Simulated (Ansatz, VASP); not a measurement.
# Two plane-wave programs on Sn2F

INCAR

```
SYSTEM = Sn2F
PREC = Accurate ; ENCUT = 520
EDIFF = 1E-6 ; ISMEAR = 0
SIGMA = 0.1 ; LREAL = .FALSE.
LASPH = .TRUE. ; NELM = 80
ALGO = Normal ; ISIF = 2
LWAVE = .FALSE. ; LCHARG = .FALSE.
GGA = PE ; NBANDS = 44
```

The input KPOINTS:

```
Automatic mesh
0
G
  6 6 2
  0 0 0
```

POSCAR

```
Sn2F
1.0
    3.4586905400      0.0000000000      0.0000000000
   -1.7293452700      2.9953138700      0.0000000000
    0.0000000000      0.0000000000     12.0105503800
Sn F
4 2
Direct
    0.6666666700      0.3333333300      0.8998116300
    0.3333333300      0.6666666700      0.3998116300
    0.6666666700      0.3333333300      0.6001883700
    0.3333333300      0.6666666700      0.1001883700
    0.0000000000      0.0000000000      0.7500000000
    0.0000000000      0.0000000000      0.2500000000
```

Input for Ansatz:

```yaml
crystal:
  lattice:
    - [3.45869054, 0.0, 0.0]
    - [-1.72934527, 2.99531387, 0.0]
    - [0.0, 0.0, 12.01055038]
  atoms:
    - { symbol: Sn, position: [0.66666667, 0.33333333, 0.89981163] }
    - { symbol: Sn, position: [0.33333333, 0.66666667, 0.39981163] }
    - { symbol: Sn, position: [0.66666667, 0.33333333, 0.60018837] }
    - { symbol: Sn, position: [0.33333333, 0.66666667, 0.10018837] }
    - { symbol: F, position: [0.0, 0.0, 0.75] }
    - { symbol: F, position: [0.0, 0.0, 0.25] }
basis:
  ecutwfc: 420
kpoints:
  mp_grid: { grid: [6, 6, 2] }
hamiltonian:
  xc: pbe
scf:
  occupations: { method: gaussian, width: 0.1 }
  lower_state_search: "off"
output:
  forces: true
  stress: true
  eigenvalues: true
```

Change from the starting cell: species swapped into the Hf2S type (P6_3/mmc, No. 194).

Alike in both runs: task single point; functional PBE; k mesh 6 × 6 × 2; occupations gaussian, width 0.1 eV; no spin polarisation.

```csv
,VASP,Ansatz
version,VASP 6.6.1,Ansatz 0.2.0
potentials or method,"VASP PAW PBE potentials, release 64 (Sn_d, F), cutoff 520 eV","scalar-relativistic, plane waves, PAW"
valence electrons in the cell,70,70
```

VASP gave:

* gap on the k mesh at the Fermi level (eV): none
* pressure (GPa): 5.2
* traceless stress, the component that is largest in VASP (GPa): 3.44
* rms of the force components (eV/Å): 0.115

Task: Estimate Ansatz's values.

Result: gap on the k mesh at the Fermi level (eV): none; pressure (GPa): 5.3; traceless stress, the component that is largest in VASP (GPa): 3.42; rms of the force components (eV/Å): 0.116.

Atom by atom the forces differ by 0.001 eV/Å (rms over components). A gap of «none» marks a metal or a gap that the smearing closes. The functional is the same, so the differences come from potentials, cutoffs and numerics.
